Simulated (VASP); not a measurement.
# Ru (Fm-3m) in VASP: a series of runs, part 2 of 2

VASP 6.6.1. Earlier steps stand in the parts before.

## Step 6: Single point, PBE

Input file INCAR:

```
SYSTEM = Ru
  ALGO = Normal
  EDIFF = 1E-6
  ENCUT = 500
  GGA = PE
  GGA_COMPAT = .FALSE.
  ISIF = 2
  ISMEAR = 1
  LASPH = .TRUE.
  LCHARG = .FALSE.
  LREAL = .FALSE.
  LWAVE = .FALSE.
  NBANDS = 13
  NELM = 120
  PREC = Accurate
  SIGMA = 0.025
```

Input file KPOINTS:

```
k-points
0
G
  10 10 10
  0 0 0
```

Input file POSCAR:

```
Ru
1.0
    0.0000000000      1.9150000000      1.9150000000
    1.9150000000      0.0000000000      1.9150000000
    1.9150000000      1.9150000000      0.0000000000
Ru
1
Direct
    0.0000000000      0.0000000000      0.0000000000
```

Potentials or basis: VASP PAW PBE potentials, release 64 (Ru_pv).

Command:

```
> cat potpaw_PBE.64/Ru_pv/POTCAR > POTCAR
> mpirun -np 1 vasp_std > vasp.out
```

OUTCAR:

```text
SYSTEM = Ru
   EDIFF = 1E-6
   ENCUT = 500
   GGA = PE
   ISIF = 2
   ISMEAR = 1
   LASPH = .TRUE.
   LREAL = .FALSE.
   NELM = 120
   PREC = Accurate

 ion  position               nearest neighbor table
   1  0.000  0.000  0.000-

  LATTYP: Found a face centered cubic cell.
 ALAT       =     3.8300000000

  Lattice vectors:

 A1 = (   0.0000000000,   1.9150000000,   1.9150000000)
 A2 = (   1.9150000000,   0.0000000000,   1.9150000000)
 A3 = (   1.9150000000,   1.9150000000,   0.0000000000)

Analysis of symmetry for initial positions (statically):
=====================================================================
 Subroutine PRICEL returns:
 Original cell was already a primitive cell.

 Routine SETGRP: Setting up the symmetry group for a
 face centered cubic supercell.

 Subroutine GETGRP returns: Found 48 space group operations
 (whereof 48 operations were pure point group operations)
 out of a pool of 48 trial point group operations.

The static configuration has the point symmetry O_h .

Analysis of symmetry for dynamics (positions and initial velocities):
=====================================================================
 Subroutine PRICEL returns:
 Original cell was already a primitive cell.

 Routine SETGRP: Setting up the symmetry group for a
 face centered cubic supercell.

 Subroutine GETGRP returns: Found 48 space group operations
 (whereof 48 operations were pure point group operations)
 out of a pool of 48 trial point group operations.

The dynamic configuration has the point symmetry O_h .

 Subroutine INISYM returns: Found 48 space group operations
 (whereof 48 operations are pure point group operations),
 and found     1 'primitive' translations

----------------------------------------------------------------------------------------

                                     Primitive cell

  volume of cell :      14.0455

  direct lattice vectors                    reciprocal lattice vectors
     0.000000000  1.915000000  1.915000000    -0.261096606  0.261096606  0.261096606
     1.915000000  0.000000000  1.915000000     0.261096606 -0.261096606  0.261096606
     1.915000000  1.915000000  0.000000000     0.261096606  0.261096606 -0.261096606

  length of vectors
     2.708218972  2.708218972  2.708218972     0.452232587  0.452232587  0.452232587

  position of ions in fractional coordinates (direct lattice)
     0.000000000  0.000000000  0.000000000

  ion indices of the primitive-cell ions
   primitive index   ion index
                 1           1

----------------------------------------------------------------------------------------

 KPOINTS: k-points

Automatic generation of k-mesh.
 Grid dimensions read from file:
 generate k-points for:   10   10   10

 Generating k-lattice:

  Cartesian coordinates                     Fractional coordinates (reciprocal lattice)
    -0.026109661  0.026109661  0.026109661     0.100000000  0.000000000  0.000000000
     0.026109661 -0.026109661  0.026109661     0.000000000  0.100000000  0.000000000
     0.026109661  0.026109661 -0.026109661     0.000000000  0.000000000  0.100000000

  Length of vectors
     0.045223259  0.045223259  0.045223259

  Shift w.r.t. Gamma in fractional coordinates (k-lattice)
     0.000000000  0.000000000  0.000000000

 Subroutine IBZKPT returns following result:
 ===========================================

 Found     47 irreducible k-points:

 Following reciprocal coordinates:
            Coordinates               Weight
  0.000000  0.000000  0.000000      1.000000
  0.100000  0.000000  0.000000      8.000000
  0.200000  0.000000  0.000000      8.000000
  0.300000  0.000000  0.000000      8.000000
  0.400000  0.000000  0.000000      8.000000
  0.500000  0.000000  0.000000      4.000000
[... 16 lines left out ...]
  0.300000  0.300000  0.000000      6.000000
  0.400000  0.300000  0.000000     24.000000
 [... further k-points ...]
   k-points           NKPTS =     47   k-points in BZ     NKDIM =     47   number of bands    NBANDS=     13
   number of dos      NEDOS =    301   number of ions     NIONS =      1
   total plane-waves  NPLWV =   8000
   dimension x,y,z NGX =    20 NGY =   20 NGZ =   20
   dimension x,y,z NGXF=    40 NGYF=   40 NGZF=   40
   ions per type =               1
   NGX,Y,Z   is equivalent  to a cutoff of  12.28, 12.28, 12.28 a.u.
   NGXF,Y,Z  is equivalent  to a cutoff of  24.55, 24.55, 24.55 a.u.
 SYSTEM =  Ru
   PREC   = accura    normal or accurate (medium, high low for compatibility)
   ISTART =      0    job   : 0-new  1-cont  2-samecut
   ICHARG =      2    charge: 1-file 2-atom 10-const
   ISPIN  =      1    spin polarized calculation?
   LNONCOLLINEAR =      F non collinear calculations
   LSORBIT =      F    spin-orbit coupling
   LASPH  =      T    aspherical Exc in radial PAW
   ENCUT  =  500.0 eV  36.75 Ry    6.06 a.u.   4.94  4.94  4.94*2*pi/ulx,y,z
   NELM   =    120;   NELMIN=  2; NELMDL= -5     # of ELM steps
   EDIFF  = 0.1E-05   stopping-criterion for ELM
   LREAL  =      F    real-space projection
   EDIFFG = 0.1E-04   stopping-criterion for IOM
   NSW    =      0    number of steps for IOM
   IBRION =     -1    ionic relax: 0-MD 1-quasi-New 2-CG
   NFREE  =      0    steps in history (QN), initial steepest desc. (CG)
   ISIF   =      2    stress and relaxation
   ISYM   =      2    0-nonsym 1-usesym 2-fastsym
   POTIM  = 0.5000    time-step for ionic-motion
   TEBEG  =    0.0;   TEEND  =   0.0 temperature during run
   PSTRESS=    0.0 pullay stress
   NELECT =      14.0000    total number of electrons
   NUPDOWN=      -1.0000    fix difference up-down
   EMIN   =  10.00;   EMAX   =-10.00  energy-range for DOS
   EFERMI =   0.00;   METHOD = LEGACY
   ISMEAR =     1;   SIGMA  =   0.03  broadening in eV -4-tet -1-fermi 0-gaus
   EFERMI_NEDOS =   21; number of points for ismear=-14 and -15
   IALGO  =     38    algorithm
   IMIX   =      4    mixing-type and parameters
     AMIX     =   0.40;   BMIX     =  1.00
     AMIX_MAG =   1.60;   BMIX_MAG =  1.00
  volume/ion in A,a.u.               =      14.05        94.78
  Fermi-wavevector in a.u.,A,eV,Ry     =   1.635330  3.090326 36.386117  2.674304
  Thomas-Fermi vector in A             =   2.726821
   LORBIT       =      0    0 simple, 1 ext, 2 COOP (PROOUT), +10 PAW based schemes
   GGA     = PE    functional components
   LHFCALC =     F    Hartree Fock is set to
   AEXX    =    0.0000 exact exchange contribution
   IVDW    =     0    specifies the selected vdW correction
   LEPSILON=     F    determine dielectric tensor
   LRPA    =     F    only Hartree local field effects (RPA)
 non-spin polarized calculation
 Methfessel and Paxton  Order N= 1 SIGMA  =   0.03
  energy-cutoff  :      500.00
  volume of cell :       14.05
 maximum number of plane-waves:       368
   NGX =  9   NGY =  9   NGZ =  9

 number of electron      13.9999998 magnetization

 Free energy of the ion-electron system (eV)
  ---------------------------------------------------
  ext. energy  EPLUGINS =         0.00000000
  ---------------------------------------------------
  free energy    TOTEN  =        -9.08606292 eV

  energy without entropy =       -9.08587193  energy(sigma->0) =       -9.08599925

 E-fermi :  12.1711     XC(G=0): -13.9110

 val. band max:       12.1650757853   @ k =   0.3000   0.3000   0.0000
 cond. band min:      12.1825098947   @ k =   0.3000   0.2000   0.0000
 fundamental gap:      0.0174341094
 Fermi energy:        12.1710776125

 k-point     1 :       0.0000    0.0000    0.0000
  band No.  band energies     occupation
      1     -30.2881      2.00000
      2     -30.2881      2.00000
      3     -30.2881      2.00000
      4       4.4419      2.00000
      5       9.6883      2.00000
      6       9.6883      2.00000
      7       9.6883      2.00000
      8      12.0119      2.00000
      9      12.0119      2.00000
     10      22.7032      0.00000
     11      27.2239      0.00000
     12      32.7826      0.00000
     13      32.7826      0.00000
[... 353 lines left out ...]
 k-point    24 :       0.4000    0.3000    0.0000
  band No.  band energies     occupation
      1     -31.0151      2.00000
      2     -30.5850      2.00000
      3     -30.5546      2.00000
      4       6.8378      2.00000
      5       7.2371      2.00000
      6      11.3401      2.00000
      7      12.3365     -0.00000
      8      13.6806      0.00000
      9      14.3218      0.00000
     10      22.7029      0.00000
     11      26.6824      0.00000
     12      28.3841      0.00000
     13      28.8137      0.00000

 [... further k-points ...]

------------------------ aborting loop because EDIFF is reached ----------------------------------------

  FORCE on cell =-STRESS in cart. coord.  units (eV):
  Direction    XX          YY          ZZ          XY          YZ          ZX
  --------------------------------------------------------------------------------------
  -------------------------------------------------------------------------------------
  Total       -0.3531278     -0.3531278     -0.3531278     -0.0000000     -0.0000000      0.0000000
  in kB      -40.2815527    -40.2815527    -40.2815527     -0.0000000     -0.0000000      0.0000000
  external PRESSURE =     -40.2815527 kB  Pullay stress =       0.0000000 kB

 VOLUME and BASIS-vectors are now :
 -----------------------------------------------------------------------------
  energy-cutoff  :      500.00
  volume of cell :       14.05
      direct lattice vectors                 reciprocal lattice vectors
     0.000000000  1.915000000  1.915000000    -0.261096606  0.261096606  0.261096606
     1.915000000  0.000000000  1.915000000     0.261096606 -0.261096606  0.261096606
     1.915000000  1.915000000  0.000000000     0.261096606  0.261096606 -0.261096606

 POSITION                                       TOTAL-FORCE (eV/Angst)
 -----------------------------------------------------------------------------------
      0.00000      0.00000      0.00000        -0.000000     -0.000000     -0.000000
 -----------------------------------------------------------------------------------
    total drift:                               -0.000000     -0.000000     -0.000000

  FREE ENERGIE OF THE ION-ELECTRON SYSTEM (eV)
  ---------------------------------------------------
  free  energy   TOTEN  =        -9.0860629174 eV

  energy  without entropy=       -9.0858719296  energy(sigma->0) =       -9.08599925
```

OSZICAR:

```text
N       E                     dE             d eps       ncg     rms          rms(c)
DAV:   1     0.104678223984E+03    0.10468E+03   -0.84360E+03  1230   0.113E+03
DAV:   2    -0.854542813139E+01   -0.11322E+03   -0.10874E+03  1347   0.321E+02
DAV:   3    -0.976341175218E+01   -0.12180E+01   -0.12134E+01  1352   0.367E+01
DAV:   4    -0.976709024192E+01   -0.36785E-02   -0.36784E-02  1357   0.215E+00
DAV:   5    -0.976711448663E+01   -0.24245E-04   -0.24246E-04  1377   0.160E-01    0.116E+01
DAV:   6    -0.913166905070E+01    0.63545E+00   -0.10344E+00  1242   0.134E+01    0.294E+00
DAV:   7    -0.909006601757E+01    0.41603E-01   -0.70344E-02  1317   0.330E+00    0.747E-01
DAV:   8    -0.908606230924E+01    0.40037E-02   -0.36468E-03  1242   0.799E-01    0.148E-01
DAV:   9    -0.908605992764E+01    0.23816E-05   -0.81288E-05  1362   0.124E-01    0.246E-02
DAV:  10    -0.908606291099E+01   -0.29833E-05   -0.31299E-06  1267   0.205E-02    0.301E-03
DAV:  11    -0.908606291740E+01   -0.64119E-08   -0.63469E-08   656   0.317E-03
   1 F= -.90860629E+01 E0= -.90859993E+01  d E =-.190988E-03
```

stdout:

```text
POSCAR found type information on POSCAR Ru
 POSCAR found :  1 types and       1 ions
 scaLAPACK will be used
 LDA part: xc-table for (Slater+PW92), standard interpolation
 POSCAR, INCAR and KPOINTS ok, starting setup
 FFT: planning ... GRIDC
 FFT: planning ... GRID_SOFT
 FFT: planning ... GRID
 WAVECAR not read
 entering main loop
```

It took 4.3 s on 1 thread of AMD EPYC 9R45 (Zen 5), shared host; peak memory 0.1 GiB.

What came out:

```
Free energy            : -9.0861 eV
Pressure               : -4.0 GPa
Band gap on the k mesh : zero (bands 7 and 8 overlap by 3.42 eV)
```

Levels at points of the mesh, in eV from the Fermi level:
```tsv
k point	band 3	band 4	band 5	band 6	band 7	band 8	band 9	band 10	band 11	band 12
(0.00, 0.00, 0.00)	-42.46	-7.73	-2.48	-2.48	-2.48	-0.16	-0.16	10.53	15.05	20.61
(0.50, 0.00, 0.00)	-42.59	-5.85	-2.60	-2.60	0.98	1.61	1.61	9.64	10.54	14.64
(0.50, 0.50, 0.00)	-42.81	-6.12	-5.66	1.57	2.10	2.10	3.54	10.53	13.22	13.22
```

Caveat: the cell stands under tension; an empty level that is flat over the whole mesh can mark a ghost state of the potentials, or a narrow d or f band.

## Step 7: The runs side by side

```csv
smearing,gap on the mesh (eV),pressure (GPa)
methfessel-paxton 0.25 eV,none,-4.0
methfessel-paxton 0.15 eV,none,-4.0
methfessel-paxton 0.1 eV,none,-4.0
methfessel-paxton 0.05 eV,none,-4.0
methfessel-paxton 0.025 eV,none,-4.0
```

Alike in all rows: task single point; level PBE; potentials or basis VASP PAW PBE potentials, release 64 (Ru_pv); no spin polarisation; cell as given; k mesh 10 × 10 × 10; cutoff (eV) 500.

Caveats: the cell stands under tension; an empty level that is flat over the whole mesh can mark a ghost state of the potentials, or a narrow d or f band.

Absolute energies hang on the potentials; compare differences alone.
